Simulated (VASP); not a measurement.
# AgI (I-4m2) in VASP: a series of runs

Runs on AgI. Level: PBEsol. Tasks: single point, relaxation of cell and atoms.

Program: VASP 6.6.1. These are calculated values, not measurements. Logs are shortened: lines on timing, memory, paths and dates and some standing lists are left out, and cuts for length are marked.

## (1) The cell of the first run

The typed cell holds 2 atoms: a = 4.562 Å, b = 4.562 Å, c = 4.562 Å, α = 120.04°, β = 120.04°, γ = 89.93°.

## (2) Single point, PBEsol

Contents of INCAR:

```
PREC = Accurate
ENCUT = 500
EDIFF = 1E-6
ISMEAR = 0
SIGMA = 0.02
LREAL = False
LASPH = True
NELM = 120
ALGO = Normal
ISIF = 2
LWAVE = False
LCHARG = False
GGA = PS
NBANDS = 16
GGA_COMPAT = False
```

Contents of KPOINTS:

```
Automatic mesh
0
Gamma
  8 8 8
```

Contents of POSCAR:

```
AgI
1.0
   -2.2793145823      2.2793145823      3.2275571712
    2.2793145823     -2.2793145823      3.2275571712
    2.2793145823      2.2793145823     -3.2275571712
Ag I
1 1
Direct
    0.2500000000      0.7500000000      0.5000000000
    0.0000000000      0.0000000000      0.0000000000
```

Potentials or basis: VASP PAW PBE potentials, release 64 (Ag, I).

Run with:

```
> cat potpaw_PBE.64/Ag/POTCAR potpaw_PBE.64/I/POTCAR > POTCAR
> mpirun -np 1 vasp_std > vasp.out
```

OUTCAR:

```text
PREC = Accurate
   ENCUT = 500
   EDIFF = 1E-6
   ISMEAR = 0
   LREAL = False
   LASPH = True
   NELM = 120
   ISIF = 2
   GGA = PS

 ion  position               nearest neighbor table
   1  0.250  0.750  0.500-   2 2.79   2 2.79   2 2.79   2 2.79
   2  0.000  0.000  0.000-   1 2.79   1 2.79   1 2.79   1 2.79

  LATTYP: Found a body centered tetragonal cell.
 ALAT       =     4.5586291646
 C/A-ratio  =     1.4160209373

  Lattice vectors:

 A1 = (  -2.2793145823,   2.2793145823,   3.2275571712)
 A2 = (   2.2793145823,  -2.2793145823,   3.2275571712)
 A3 = (   2.2793145823,   2.2793145823,  -3.2275571712)

Analysis of symmetry for initial positions (statically):
=====================================================================
 Subroutine PRICEL returns:
 Original cell was already a primitive cell.

 Routine SETGRP: Setting up the symmetry group for a
 body centered tetragonal supercell.

 Subroutine GETGRP returns: Found  8 space group operations
 (whereof  8 operations were pure point group operations)
 out of a pool of 16 trial point group operations.

The static configuration has the point symmetry D_2d.

Analysis of symmetry for dynamics (positions and initial velocities):
=====================================================================
 Subroutine PRICEL returns:
 Original cell was already a primitive cell.

 Routine SETGRP: Setting up the symmetry group for a
 body centered tetragonal supercell.

 Subroutine GETGRP returns: Found  8 space group operations
 (whereof  8 operations were pure point group operations)
 out of a pool of 16 trial point group operations.

The dynamic configuration has the point symmetry D_2d.

 Subroutine INISYM returns: Found  8 space group operations
 (whereof  8 operations are pure point group operations),
 and found     1 'primitive' translations

----------------------------------------------------------------------------------------

                                     Primitive cell

  volume of cell :      67.0722

  direct lattice vectors                    reciprocal lattice vectors
    -2.279314582  2.279314582  3.227557171     0.000000000  0.219364191  0.154915924
     2.279314582 -2.279314582  3.227557171     0.219364191  0.000000000  0.154915924
     2.279314582  2.279314582 -3.227557171     0.219364191  0.219364191  0.000000000

  length of vectors
     4.561543075  4.561543075  4.561543075     0.268550911  0.268550911  0.310227814

  position of ions in fractional coordinates (direct lattice)
     0.250000000  0.750000000  0.500000000
     0.000000000  0.000000000  0.000000000

  ion indices of the primitive-cell ions
   primitive index   ion index
                 1           1
                 2           2

----------------------------------------------------------------------------------------

 KPOINTS: Automatic mesh

Automatic generation of k-mesh.
 Grid dimensions read from file:
 generate k-points for:    8    8    8

 Generating k-lattice:

  Cartesian coordinates                     Fractional coordinates (reciprocal lattice)
     0.000000000  0.027420524  0.019364490     0.125000000  0.000000000  0.000000000
     0.027420524  0.000000000  0.019364490     0.000000000  0.125000000  0.000000000
     0.027420524  0.027420524  0.000000000     0.000000000  0.000000000  0.125000000

  Length of vectors
     0.033568864  0.033568864  0.038778477

  Shift w.r.t. Gamma in fractional coordinates (k-lattice)
     0.000000000  0.000000000  0.000000000

 Subroutine IBZKPT returns following result:
 ===========================================

 Found     59 irreducible k-points:

 Following reciprocal coordinates:
            Coordinates               Weight
  0.000000  0.000000  0.000000      1.000000
  0.125000 -0.000000  0.000000      8.000000
  0.250000 -0.000000  0.000000      8.000000
  0.375000 -0.000000  0.000000      8.000000
  0.500000 -0.000000  0.000000      4.000000
  0.125000  0.125000  0.000000      8.000000
[... 16 lines left out ...]
  0.250000  0.125000  0.125000     16.000000
  0.375000  0.125000  0.125000      8.000000
 [... further k-points ...]
   k-points           NKPTS =     59   k-points in BZ     NKDIM =     59   number of bands    NBANDS=     16
   number of dos      NEDOS =    301   number of ions     NIONS =      2
   total plane-waves  NPLWV =  46656
   dimension x,y,z NGX =    36 NGY =   36 NGZ =   36
   dimension x,y,z NGXF=    72 NGYF=   72 NGZF=   72
   ions per type =               1   1
   NGX,Y,Z   is equivalent  to a cutoff of  13.12, 13.12, 13.12 a.u.
   NGXF,Y,Z  is equivalent  to a cutoff of  26.24, 26.24, 26.24 a.u.
 SYSTEM =  unknown system
   PREC   = accura    normal or accurate (medium, high low for compatibility)
   ISTART =      0    job   : 0-new  1-cont  2-samecut
   ICHARG =      2    charge: 1-file 2-atom 10-const
   ISPIN  =      1    spin polarized calculation?
   LNONCOLLINEAR =      F non collinear calculations
   LSORBIT =      F    spin-orbit coupling
   LASPH  =      T    aspherical Exc in radial PAW
   ENCUT  =  500.0 eV  36.75 Ry    6.06 a.u.   8.32  8.32  8.32*2*pi/ulx,y,z
   NELM   =    120;   NELMIN=  2; NELMDL= -5     # of ELM steps
   EDIFF  = 0.1E-05   stopping-criterion for ELM
   LREAL  =      F    real-space projection
   EDIFFG = 0.1E-04   stopping-criterion for IOM
   NSW    =      0    number of steps for IOM
   IBRION =     -1    ionic relax: 0-MD 1-quasi-New 2-CG
   NFREE  =      0    steps in history (QN), initial steepest desc. (CG)
   ISIF   =      2    stress and relaxation
   ISYM   =      2    0-nonsym 1-usesym 2-fastsym
   POTIM  = 0.5000    time-step for ionic-motion
   TEBEG  =    0.0;   TEEND  =   0.0 temperature during run
   PSTRESS=    0.0 pullay stress
   NELECT =      18.0000    total number of electrons
   NUPDOWN=      -1.0000    fix difference up-down
   EMIN   =  10.00;   EMAX   =-10.00  energy-range for DOS
   EFERMI =   0.00;   METHOD = LEGACY
   ISMEAR =     0;   SIGMA  =   0.02  broadening in eV -4-tet -1-fermi 0-gaus
   EFERMI_NEDOS =   21; number of points for ismear=-14 and -15
   IALGO  =     38    algorithm
   IMIX   =      4    mixing-type and parameters
     AMIX     =   0.40;   BMIX     =  1.00
     AMIX_MAG =   1.60;   BMIX_MAG =  1.00
  volume/ion in A,a.u.               =      33.54       226.31
  Fermi-wavevector in a.u.,A,eV,Ry     =   1.055970  1.995494 15.171479  1.115072
  Thomas-Fermi vector in A             =   2.191188
   LORBIT       =      0    0 simple, 1 ext, 2 COOP (PROOUT), +10 PAW based schemes
   GGA     = PS    functional components
   LHFCALC =     F    Hartree Fock is set to
   AEXX    =    0.0000 exact exchange contribution
   IVDW    =     0    specifies the selected vdW correction
   LEPSILON=     F    determine dielectric tensor
   LRPA    =     F    only Hartree local field effects (RPA)
 non-spin polarized calculation
 Gauss-broadening in eV      SIGMA  =   0.02
  energy-cutoff  :      500.00
  volume of cell :       67.07
 maximum number of plane-waves:      1727
 NGX is ok and might be reduce to    36
   NGX = 17   NGY = 17   NGZ = 17

 number of electron      17.9999998 magnetization

 Free energy of the ion-electron system (eV)
  ---------------------------------------------------
  ext. energy  EPLUGINS =         0.00000000
  ---------------------------------------------------
  free energy    TOTEN  =        -5.45484104 eV

  energy without entropy =       -5.45484104  energy(sigma->0) =       -5.45484104

 E-fermi :   3.3792     XC(G=0):  -8.7340

 val. band max:        3.2424911739   @ k =   0.0000   0.0000   0.0000
 cond. band min:       4.4422323129   @ k =   0.0000   0.0000   0.0000
 fundamental gap:      1.1997411390
 Fermi energy:         3.3792251392

 k-point     1 :       0.0000    0.0000    0.0000
  band No.  band energies     occupation
      1      -9.7248      2.00000
      2      -1.1256      2.00000
      3      -1.1249      2.00000
      4      -1.1249      2.00000
      5       0.0629      2.00000
      6       0.0640      2.00000
[... 8 lines left out ...]
     15      13.2650      0.00000
     16      13.2803      0.00000

 k-point     2 :       0.1250   -0.0000    0.0000
  band No.  band energies     occupation
      1      -9.6816      2.00000
      2      -1.1530      2.00000
      3      -1.0976      2.00000
      4      -1.0969      2.00000
      5       0.0588      2.00000
      6       0.0598      2.00000
[... 8 lines left out ...]
     15      12.6392      0.00000
     16      12.6838      0.00000

 k-point     3 :       0.2500   -0.0000    0.0000
  band No.  band energies     occupation
      1      -9.5739      2.00000
      2      -1.1884      2.00000
      3      -1.0324      2.00000
      4      -1.0313      2.00000
      5       0.0592      2.00000
      6       0.0599      2.00000
[... 8 lines left out ...]
     15      12.4174      0.00000
     16      12.4752      0.00000

 k-point     4 :       0.3750   -0.0000    0.0000
  band No.  band energies     occupation
      1      -9.4615      2.00000
      2      -1.1494      2.00000
      3      -0.9723      2.00000
      4      -0.9706      2.00000
      5       0.0790      2.00000
      6       0.0792      2.00000
[... 8 lines left out ...]
     15      13.1384      0.00000
     16      13.1407      0.00000
[... 324 lines left out ...]
 k-point    22 :       0.1250    0.1250    0.1250
  band No.  band energies     occupation
      1      -9.4924      2.00000
      2      -1.2465      2.00000
      3      -0.9485      2.00000
      4      -0.9289      2.00000
      5       0.0162      2.00000
      6       0.1050      2.00000
[... 8 lines left out ...]
     15      13.6483      0.00000
     16      14.7932      0.00000

 k-point    23 :       0.2500    0.1250    0.1250
  band No.  band energies     occupation
      1      -9.4010      2.00000
      2      -1.1472      2.00000
      3      -0.9308      2.00000
      4      -0.8324      2.00000
      5       0.0509      2.00000
      6       0.0973      2.00000
[... 8 lines left out ...]
     15      14.0534      0.00000
     16      14.5605      0.00000

 k-point    24 :       0.3750    0.1250    0.1250
  band No.  band energies     occupation
      1      -9.3623      2.00000
      2      -1.0308      2.00000
      3      -0.9537      2.00000
      4      -0.7727      2.00000
      5       0.0239      2.00000
      6       0.1088      2.00000
[... 8 lines left out ...]
     15      13.8286      0.00000
     16      14.5365      0.00000

 [... further k-points ...]

------------------------ aborting loop because EDIFF is reached ----------------------------------------

  FORCE on cell =-STRESS in cart. coord.  units (eV):
  Direction    XX          YY          ZZ          XY          YZ          ZX
  --------------------------------------------------------------------------------------
  -------------------------------------------------------------------------------------
  Total       -0.0084020     -0.0084020     -0.0123457      0.0000000      0.0000000      0.0000000
  in kB       -0.2007020     -0.2007020     -0.2949065      0.0000000      0.0000000      0.0000000
  external PRESSURE =      -0.2321035 kB  Pullay stress =       0.0000000 kB

 VOLUME and BASIS-vectors are now :
 -----------------------------------------------------------------------------
  energy-cutoff  :      500.00
  volume of cell :       67.07
      direct lattice vectors                 reciprocal lattice vectors
    -2.279314582  2.279314582  3.227557171     0.000000000  0.219364191  0.154915924
     2.279314582 -2.279314582  3.227557171     0.219364191  0.000000000  0.154915924
     2.279314582  2.279314582 -3.227557171     0.219364191  0.219364191  0.000000000

 POSITION                                       TOTAL-FORCE (eV/Angst)
 -----------------------------------------------------------------------------------
      2.27931     -0.00000      1.61378         0.000000      0.000000      0.000000
      0.00000      0.00000      0.00000        -0.000000     -0.000000     -0.000000
 -----------------------------------------------------------------------------------
    total drift:                                0.000000     -0.000000     -0.000000

  FREE ENERGIE OF THE ION-ELECTRON SYSTEM (eV)
  ---------------------------------------------------
  free  energy   TOTEN  =        -5.4548410417 eV

  energy  without entropy=       -5.4548410417  energy(sigma->0) =       -5.45484104
```

It took 29 s on 1 thread of Intel Xeon 6975P-C (Granite Rapids), shared host; peak memory 0.23 GiB.

Results:

| Quantity | Value |
| --- | --- |
| Free energy | -5.4548 eV |
| Pressure | 0.0 GPa |
| Band gap on the k mesh | 1.20 eV, direct |

Caveat: the PAW data sets were made with another functional, which shifts forces and pressure a little; spin-orbit coupling is left out, which moves the levels of the heavy elements.

## (3) Relaxation of cell and atoms, PBEsol

Contents of INCAR:

```
SYSTEM = AgI
PREC = Accurate
ENCUT = 500
EDIFF = 1E-7
ISMEAR = 0
SIGMA = 0.02
LREAL = .False.
LASPH = .True.
NELM = 120
ALGO = Normal
ISIF = 3
LWAVE = .False.
LCHARG = .False.
GGA = PS
IBRION = 2
NSW = 100
EDIFFG = -0.005
GGA_COMPAT = .False.
NELMIN = 4
```

Contents of KPOINTS:

```
Automatic mesh
0
Gamma
  8 8 8
  0 0 0
```

POSCAR is that of step 2.

Potentials or basis: VASP PAW PBE potentials, release 64 (Ag, I).

Run with:

```
> cat potpaw_PBE.64/Ag/POTCAR potpaw_PBE.64/I/POTCAR > POTCAR
> mpirun -np 1 vasp_std > vasp.out
```

It took 35 s on 1 thread of Intel Xeon 6975P-C (Granite Rapids), shared host; peak memory 0.24 GiB.

Results (log left out):

| Item | Value |
| --- | --- |
| Free energy | -5.4548 eV |
| Relaxed volume | 33.51 Å³/atom |
| Relaxed cell | a = 4.560 Å, b = 4.560 Å, c = 4.560 Å, α = 120.04°, β = 120.04°, γ = 89.93° |
| Space group after relaxing (to 0.05 Å) | F-43m (No. 216) |
| Energy gained by relaxing | 0.0 meV/atom |
| Ionic steps | 2 |
| Pressure after relaxing | 0.0 GPa |
| Band gap on the k mesh | 1.20 eV, direct |

Final structure:
```cif
data_structure
_symmetry_space_group_name_H-M 'P 1'
_symmetry_Int_Tables_number 1
_cell_length_a 4.5604
_cell_length_b 4.5604
_cell_length_c 4.5604
_cell_angle_alpha 120.039
_cell_angle_beta 120.039
_cell_angle_gamma 89.932
_cell_volume 67.02
loop_
_atom_site_label
_atom_site_type_symbol
_atom_site_fract_x
_atom_site_fract_y
_atom_site_fract_z
_atom_site_occupancy
Ag1 Ag 0.25000 0.75000 0.50000 1
I1 I 0.00000 0.00000 0.00000 1
```

Levels at points of the mesh, in eV from the valence-band top:
```csv
k point,band 5,band 6,band 7,band 8,band 9,band 10,band 11,band 12,band 13
"(0.00, 0.00, 0.00)",-3.18,-3.18,0.00,0.00,0.00,1.20,5.63,5.63,5.63
"(0.50, 0.00, 0.00)",-3.15,-3.15,-3.03,-0.76,-0.76,2.64,6.12,6.13,7.11
"(0.50, 0.50, 0.00)",-3.09,-3.06,-2.71,-1.88,-1.87,3.42,3.75,8.44,9.63
"(0.50, 0.50, 0.50)",-3.09,-3.06,-2.71,-1.87,-1.87,3.43,3.76,8.43,9.63
```

Caveat: the PAW data sets were made with another functional, which shifts forces and pressure a little; spin-orbit coupling is left out, which moves the levels of the heavy elements.

## (4) Single point, PBEsol

Contents of INCAR:

```
ALGO = Normal
EDIFF = 1E-6
ENCUT = 500
GGA = PS
GGA_COMPAT = False
ISIF = 2
ISMEAR = 0
LASPH = True
LCHARG = False
LREAL = False
LWAVE = False
NBANDS = 16
NELM = 120
PREC = Accurate
SIGMA = 0.02
```

Contents of KPOINTS:

```
k-points
0
Gamma
  8 8 8
```

POSCAR is that of step 3.

Run with:

```
> cat potpaw_PBE.64/Ag/POTCAR potpaw_PBE.64/I/POTCAR > POTCAR
> mpirun -np 1 vasp_std > vasp.out
```

Run time: 27 s. Hardware: 1 thread of Intel Xeon 6975P-C (Granite Rapids), shared host; peak memory 0.23 GiB.

It converged, with:

| Item | Value |
| --- | --- |
| Free energy | -5.4548 eV |
| Pressure | 0.0 GPa |
| Band gap on the k mesh | 1.20 eV, direct |

Levels at points of the mesh, in eV from the valence-band top:
| k point | band 6 | band 7 | band 8 | band 9 | band 10 | band 11 | band 12 | band 13 |
| --- | --- | --- | --- | --- | --- | --- | --- | --- |
| (0.00, 0.00, 0.00) | -3.18 | 0.00 | 0.00 | 0.00 | 1.20 | 5.63 | 5.63 | 5.63 |
| (0.50, 0.00, 0.00) | -3.15 | -3.03 | -0.76 | -0.76 | 2.64 | 6.12 | 6.13 | 7.10 |
| (0.50, 0.50, 0.00) | -3.06 | -2.70 | -1.88 | -1.87 | 3.42 | 3.75 | 8.44 | 9.62 |
| (0.50, 0.50, 0.50) | -3.06 | -2.71 | -1.87 | -1.87 | 3.43 | 3.76 | 8.43 | 9.63 |

Caveat: the PAW data sets were made with another functional, which shifts forces and pressure a little; spin-orbit coupling is left out, which moves the levels of the heavy elements.
